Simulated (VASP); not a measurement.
# TiSi16 (a cell with a defect) in VASP: notebook

TiSi16 (a cell with a defect) is run at these levels: LDA; tasks: single point.

All numbers are computed with VASP 6.6.1; they aren't measurements. Logs are shortened: lines on timing, memory, paths and dates and some standing lists are left out, and cuts for length are marked.

## 1. The cell of the first run

The cell holds a defect, 17 atoms: a = 7.679 Å, b = 7.679 Å, c = 7.679 Å, α = 60.00°, β = 60.00°, γ = 60.00°.

## 2. Single point, LDA

Input file INCAR:

```
SYSTEM = TiSi16
PREC = Accurate
ENCUT = 520
EDIFF = 1E-6
ISMEAR = -1
SIGMA = 0.02
LREAL = Auto
LASPH = .TRUE.
NELM = 100
ALGO = Normal
ISIF = 2
LWAVE = .FALSE.
LCHARG = .TRUE.
LELF = .TRUE.
LVHAR = .TRUE.
NBANDS = 52
```

Input file KPOINTS:

```
regular mesh
0
G
  2 2 2
  0 0 0
```

Input file POSCAR:

```
TiSi16
1.0
    0.0000000000      5.4300000000      5.4300000000
    5.4300000000      0.0000000000      5.4300000000
    5.4300000000      5.4300000000      0.0000000000
Si Ti
16 1
Direct
   -0.0075970534     -0.0072042357     -0.0203233886
    0.1211024862      0.1215089319      0.1054275322
   -0.0106114180     -0.0102311234      0.4869609576
    0.1082773481      0.1086449355      0.6147994475
    0.0099281768      0.4955723757     -0.0024889503
    0.1433221915      0.6097628913      0.1241619705
    0.0051151013      0.4725252302      0.5085981584
    0.1299219153      0.6103987109      0.6231561694
    0.4951711786      0.0103218232     -0.0025096685
    0.6093794659      0.1436886740      0.1241522099
    0.4721598527      0.0054558011      0.5085832413
    0.6100158379      0.1302944751      0.6231338858
    0.5095003683      0.5098615101      0.0310668508
    0.6405348987      0.6409315838      0.1428743094
    0.5025807551      0.5029488950      0.5140923573
    0.6161463168      0.6164860958      0.6614188766
    0.8555139042      0.8558829650      0.3639028545
```

Potentials or basis: VASP PAW LDA potentials, release 64 (Si, Ti_sv).

Started as:

```
$ cat potpaw_LDA.64/Si/POTCAR potpaw_LDA.64/Ti_sv/POTCAR > POTCAR
$ mpirun -np 1 vasp_std > vasp.out
```

OUTCAR:

```text
SYSTEM = TiSi16
   PREC = Accurate
   ENCUT = 520
   EDIFF = 1E-6
   ISMEAR = -1
   LREAL = Auto
   LASPH = .TRUE.
   NELM = 100
   ISIF = 2

 ion  position               nearest neighbor table
   1  0.992  0.993  0.980-   4 2.29   2 2.40  17 2.41  10 2.42   6 2.42
   2  0.121  0.122  0.105-   5 2.35   9 2.35   3 2.39   1 2.40  17 2.89
   3  0.989  0.990  0.487-   4 2.29   8 2.38  12 2.38   2 2.39  17 2.45
   4  0.108  0.109  0.615-   1 2.29  11 2.29   7 2.29   3 2.29
   5  0.010  0.496  0.998-  14 2.33   6 2.35   8 2.35   2 2.35
   6  0.143  0.610  0.124-  13 2.32   5 2.35   7 2.41   1 2.42  17 2.66
   7  0.005  0.473  0.509-   4 2.29   8 2.37   6 2.41  17 2.42  16 2.45
   8  0.130  0.610  0.623-  15 2.35   5 2.35   7 2.37   3 2.38  17 2.90
   9  0.495  0.010  0.997-  14 2.33  10 2.35  12 2.35   2 2.35
  10  0.609  0.144  0.124-  13 2.32   9 2.35  11 2.41   1 2.42  17 2.66
  11  0.472  0.005  0.509-   4 2.29  12 2.37  10 2.41  17 2.42  16 2.45
  12  0.610  0.130  0.623-  15 2.35   9 2.35  11 2.37   3 2.38  17 2.90
  13  0.510  0.510  0.031-  10 2.32   6 2.32  16 2.33  14 2.35
  14  0.641  0.641  0.143-   5 2.33   9 2.33  15 2.34  13 2.35
  15  0.503  0.503  0.514-  14 2.34  12 2.35   8 2.35  16 2.35
  16  0.616  0.616  0.661-  13 2.33  15 2.35   7 2.45  11 2.45  17 2.64
  17  0.856  0.856  0.364-   1 2.41  11 2.42   7 2.42   3 2.45  16 2.64   6 2.66  10 2.66   2 2.89
                            12 2.90   8 2.90

  LATTYP: Found a face centered cubic cell.
 ALAT       =    10.8600000000

  Lattice vectors:

 A1 = (   0.0000000000,   5.4300000000,   5.4300000000)
 A2 = (   5.4300000000,   0.0000000000,   5.4300000000)
 A3 = (   5.4300000000,   5.4300000000,   0.0000000000)

Analysis of symmetry for initial positions (statically):
=====================================================================
 Subroutine PRICEL returns:
 Original cell was already a primitive cell.

 Routine SETGRP: Setting up the symmetry group for a
 face centered cubic supercell.

 Subroutine GETGRP returns: Found  1 space group operations
 (whereof  1 operations were pure point group operations)
 out of a pool of 48 trial point group operations.

The static configuration has the point symmetry C_1 .

Analysis of symmetry for dynamics (positions and initial velocities):
=====================================================================
 Subroutine PRICEL returns:
 Original cell was already a primitive cell.

 Routine SETGRP: Setting up the symmetry group for a
[... 124 lines left out ...]
   NFREE  =      0    steps in history (QN), initial steepest desc. (CG)
   ISIF   =      2    stress and relaxation
   ISYM   =      2    0-nonsym 1-usesym 2-fastsym
   POTIM  = 0.5000    time-step for ionic-motion
   TEBEG  =    0.0;   TEEND  =   0.0 temperature during run
   PSTRESS=    0.0 pullay stress
   NELECT =      76.0000    total number of electrons
   NUPDOWN=      -1.0000    fix difference up-down
   EMIN   =  10.00;   EMAX   =-10.00  energy-range for DOS
   EFERMI =   0.00;   METHOD = LEGACY
   ISMEAR =    -1;   SIGMA  =   0.02  broadening in eV -4-tet -1-fermi 0-gaus
   EFERMI_NEDOS =   21; number of points for ismear=-14 and -15
   IALGO  =     38    algorithm
   IMIX   =      4    mixing-type and parameters
     AMIX     =   0.40;   BMIX     =  1.00
     AMIX_MAG =   1.60;   BMIX_MAG =  1.00
  volume/ion in A,a.u.               =      18.84       127.11
  Fermi-wavevector in a.u.,A,eV,Ry     =   1.013607  1.915439 13.978610  1.027399
  Thomas-Fermi vector in A             =   2.146786
   LORBIT       =      0    0 simple, 1 ext, 2 COOP (PROOUT), +10 PAW based schemes
   GGA     = CA    functional components
   LHFCALC =     F    Hartree Fock is set to
   AEXX    =    0.0000 exact exchange contribution
   IVDW    =     0    specifies the selected vdW correction
   LEPSILON=     F    determine dielectric tensor
   LRPA    =     F    only Hartree local field effects (RPA)
 non-spin polarized calculation
  energy-cutoff  :      520.00
  volume of cell :      320.21
 maximum number of plane-waves:      8646
 NGX is ok and might be reduce to    60
   NGX = 29   NGY = 29   NGZ = 29

 number of electron      76.0000000 magnetization

 Free energy of the ion-electron system (eV)
  ---------------------------------------------------
  ext. energy  EPLUGINS =         0.00000000
  ---------------------------------------------------
  free energy    TOTEN  =      -101.68593135 eV

  energy without entropy =     -101.66560146  energy(sigma->0) =     -101.67576641

 E-fermi :   6.7947     XC(G=0):  -9.9374

 val. band max:        6.7893073873   @ k =   0.0000   0.5000   0.5000
 cond. band min:       6.8101335043   @ k =   0.5000   0.0000   0.0000
 fundamental gap:      0.0208261170
 Fermi energy:         6.7947306620

 k-point     1 :       0.0000    0.0000    0.0000
  band No.  band energies     occupation
      1     -49.2475      2.00000
      2     -26.0306      2.00000
      3     -26.0038      2.00000
      4     -25.9891      2.00000
      5      -5.7439      2.00000
      6      -3.5181      2.00000
[... 413 lines left out ...]
     49       9.6982      0.00000
     50      10.3534      0.00000
 [bands above 50 left out]

------------------------ aborting loop because EDIFF is reached ----------------------------------------

  FORCE on cell =-STRESS in cart. coord.  units (eV):
  Direction    XX          YY          ZZ          XY          YZ          ZX
  --------------------------------------------------------------------------------------
  -------------------------------------------------------------------------------------
  Total       -0.8909573     -0.8979862      0.0713415     -0.7711229     -0.8382394     -0.8381182
  in kB       -4.4579787     -4.4931486      0.3569631     -3.8583772     -4.1942004     -4.1935937
  external PRESSURE =      -2.8647214 kB  Pullay stress =       0.0000000 kB

 VOLUME and BASIS-vectors are now :
 -----------------------------------------------------------------------------
  energy-cutoff  :      520.00
  volume of cell :      320.21
      direct lattice vectors                 reciprocal lattice vectors
     0.000000000  5.430000000  5.430000000    -0.092081031  0.092081031  0.092081031
     5.430000000  0.000000000  5.430000000     0.092081031 -0.092081031  0.092081031
     5.430000000  5.430000000  0.000000000     0.092081031  0.092081031 -0.092081031

 POSITION                                       TOTAL-FORCE (eV/Angst)
 -----------------------------------------------------------------------------------
     10.71053     10.70839     10.77963        -0.032094     -0.032263     -0.072842
      1.23227      1.23006      1.31738         0.002949      0.002946     -0.028811
      8.01864      8.01658     10.74683         0.101486      0.101749      0.051099
      3.92830      3.92631      1.17789         0.043876      0.044479      0.023949
      8.10744      5.47039      2.74487         0.009535     -0.069060     -0.086092
      3.98521      1.45244      4.08925         0.036060     -0.099196     -0.076638
[... 9 lines left out ...]
      6.93902      6.93718      6.69319        -0.160162     -0.160822     -0.005666
      6.62344      6.62143      9.29288         0.783783      0.783432      0.897685
 -----------------------------------------------------------------------------------
    total drift:                               -0.011765     -0.008821      0.009928

  FREE ENERGIE OF THE ION-ELECTRON SYSTEM (eV)
  ---------------------------------------------------
  free  energy   TOTEN  =      -101.6859313471 eV

  energy  without entropy=     -101.6656014649  energy(sigma->0) =     -101.67576641
```

OSZICAR:

```text
N       E                     dE             d eps       ncg     rms          rms(c)
DAV:   1     0.332625590838E+03    0.33263E+03   -0.30851E+04   848   0.126E+03
DAV:   2    -0.678539755722E+02   -0.40048E+03   -0.38114E+03   976   0.246E+02
DAV:   3    -0.102538194363E+03   -0.34684E+02   -0.33712E+02  1192   0.662E+01
DAV:   4    -0.105046543330E+03   -0.25083E+01   -0.24786E+01  1304   0.157E+01
DAV:   5    -0.105106059205E+03   -0.59516E-01   -0.59064E-01  1080   0.221E+00    0.187E+01
DAV:   6    -0.104058401354E+03    0.10477E+01   -0.16002E+01  1124   0.198E+01    0.146E+01
DAV:   7    -0.102593193028E+03    0.14652E+01   -0.21020E+01  1104   0.243E+01    0.952E+00
DAV:   8    -0.101796664264E+03    0.79653E+00   -0.16382E+00  1020   0.563E+00    0.297E+00
DAV:   9    -0.101687673600E+03    0.10899E+00   -0.47522E-01  1272   0.286E+00    0.617E-01
DAV:  10    -0.101686757050E+03    0.91655E-03   -0.20042E-02  1028   0.549E-01    0.472E-01
DAV:  11    -0.101686108224E+03    0.64883E-03   -0.69001E-03  1032   0.360E-01    0.233E-01
DAV:  12    -0.101685952964E+03    0.15526E-03   -0.14050E-03  1020   0.177E-01    0.868E-02
DAV:  13    -0.101685940315E+03    0.12648E-04   -0.11511E-04  1104   0.472E-02    0.449E-02
DAV:  14    -0.101685931014E+03    0.93013E-05   -0.44648E-05  1048   0.291E-02    0.102E-02
DAV:  15    -0.101685931347E+03   -0.33308E-06   -0.35721E-06   976   0.726E-03
   1 F= -.10168593E+03 E0= -.10167577E+03  d E =-.203299E-01
```

stdout:

```text
POSCAR found type information on POSCAR SiTi
 POSCAR found :  2 types and      17 ions
 scaLAPACK will be used
 LDA part: xc-table for (Slater(with rela. corr.)+CA(PZ))
 , standard interpolation
 POSCAR, INCAR and KPOINTS ok, starting setup
 FFT: planning ... GRIDC
 FFT: planning ... GRID_SOFT
 FFT: planning ... GRID
 WAVECAR not read
 entering main loop
```

Wall time 6.3 min (1 thread of Intel Xeon Platinum 8259CL at 2.50GHz (Skylake/Cascade Lake), shared host); peak memory 0.39 GiB.

What came out:

* Free energy: -101.6859 eV
* Pressure: -0.3 GPa
* Largest force: 1.426 eV/Å
* Band gap on the k mesh: zero (band 38 reaches 6.83 eV, above the bottom of band 39 at 6.48 eV)

Forces on the atoms (eV/Å):
```
Si  -0.032 -0.032 -0.073
Si   0.003  0.003 -0.029
Si   0.101  0.102  0.051
Si   0.044  0.044  0.024
Si   0.010 -0.069 -0.086
Si   0.036 -0.099 -0.077
Si  -0.042 -0.109 -0.026
Si  -0.024 -0.027 -0.075
Si  -0.069  0.009 -0.086
Si  -0.099  0.036 -0.076
Si  -0.109 -0.042 -0.026
Si  -0.027 -0.022 -0.075
Si  -0.156 -0.158 -0.078
Si  -0.131 -0.131 -0.180
Si  -0.128 -0.129 -0.080
Si  -0.160 -0.161 -0.006
Ti   0.784  0.783  0.898
```

Stress tensor (GPa, compression positive):
```
-0.45 -0.39 -0.42
-0.39 -0.45 -0.42
-0.42 -0.42  0.04
```

Caveat: the k points lie up to 0.50 Å⁻¹ apart.

[end of part 1 of 2]
